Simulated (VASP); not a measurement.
Te2Mo:

```
Te Mo
1.0
     3.36696    0.00000    0.00000
    -1.68348    2.91587    0.00000
     0.00000    0.00000    7.82691
Te Mo
2 1
Direct
  0.33333 0.66667 0.76226
  0.33333 0.66667 0.23774
  0.00000 0.00000 0.00000
```

This cell differs from its parent crystal: biaxial xy strain -4.8%.

Program: VASP 6.6.1. Alike in all runs: task single point; potentials or basis VASP PAW PBE potentials, release 64 (Te, Mo_sv); no spin polarisation; cell as given; cutoff (eV) 520.

Question: Order these runs on this cell by their band gap on the k mesh, lowest first.
A. level r2SCAN; k mesh 12 × 12 × 4; smearing gaussian 0.01 eV
B. level PBE; k mesh 12 × 12 × 4; smearing fermi-dirac 0.02 eV
C. level HSE06; k mesh 6 × 6 × 2; smearing gaussian 0.01 eV; grid for exact exchange (PRECFOCK) Normal; share of exact exchange 0.25; screening parameter 0.2079 1/Å

Answer: B (0.69 eV), A (0.87 eV), C (1.18 eV).

Caveats: spin-orbit coupling is left out, which moves the levels of the heavy elements.

A k mesh can miss the band edges.
